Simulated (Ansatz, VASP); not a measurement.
# One calculation of PbS, two programs

File POSCAR:

```
PbS
1.0
    0.0000000000      3.3009775035      3.1088606128
    3.3009775035      0.0000000000      3.1088606128
    3.3009775035      3.3009775035      0.0000000000
Pb S
1 1
Direct
    0.0000000000      0.0000000000      0.0000000000
    0.2500000000      0.2500000000      0.2500000000
```

The input INCAR.step1:

```
PREC = Accurate
ENCUT = 520
EDIFF = 1E-5
ISMEAR = 0
SIGMA = 0.01
LREAL = False
LASPH = True
NELM = 80
ALGO = Normal
ISIF = 2
LWAVE = True
LCHARG = False
NBANDS = 17
GGA = PE
```

The input INCAR.step2:

```
PREC = Accurate
ENCUT = 520
EDIFF = 1E-6
ISMEAR = 0
SIGMA = 0.01
LREAL = False
LASPH = True
NELM = 80
ALGO = Normal
ISIF = 2
LWAVE = False
LCHARG = False
GGA = PE
LHFCALC = True
HFSCREEN = 0.2079
PRECFOCK = Normal
NBANDS = 17
ISTART = 1
```

The input KPOINTS:

```
Automatic mesh
0
Gamma
  4 4 4
```

Input for Ansatz:

```yaml
crystal:
  lattice:
    - [0.0, 3.3009775035, 3.1088606128]
    - [3.3009775035, 0.0, 3.1088606128]
    - [3.3009775035, 3.3009775035, 0.0]
  atoms:
    - { symbol: Pb, position: [0.0, 0.0, 0.0] }
    - { symbol: S, position: [0.25, 0.25, 0.25] }
kpoints:
  mp_grid: { grid: [4, 4, 4] }
  band_path:
    path:
      - [0.0, 0.0, 0.0]
      - [-0.5, -0.5, 0.0]
      - [-0.375, -0.375, 0.25]
      - [-0.375, 0.0, 0.375]
      - [0.0, 0.0, 0.5]
      - [-0.5, -0.25, 0.25]
    npoints: 1
hamiltonian:
  xc: hse06
scf:
  occupations: { method: fixed }
  n_extra_bands: 4
output:
  forces: true
  stress: true
  eigenvalues: true
```

Change from the starting cell: uniaxial_z strain -5.8%.

Alike in both runs: task single point; functional HSE06; k mesh 4 × 4 × 4; no spin polarisation.

```csv
,VASP,Ansatz
version,VASP 6.6.1,Ansatz 0.2.0
potentials or method,"VASP PAW PBE potentials, release 64 (Pb_d, S)","plane waves, PAW"
plane-wave cutoff (eV),520,420
occupations,"gaussian, width 0.01 eV",fixed
valence electrons in the cell,20,20
```

|  | VASP | Ansatz | Ansatz less VASP |
| --- | --- | --- | --- |
| gap on the k mesh at the Fermi level (eV) | 0.89 | 0.89 | 0.000 |
| pressure (GPa) | 2.5 | 2.6 | +0.08 |
| traceless stress, the component that is largest in VASP (GPa) | -0.10 | -0.10 | -0.001 |

Ansatz's warnings: stress exchange threshold loose, stress scf threshold loose.

The k mesh is coarse, so the values compare programs but aren't converged. Spin-orbit coupling is off throughout.
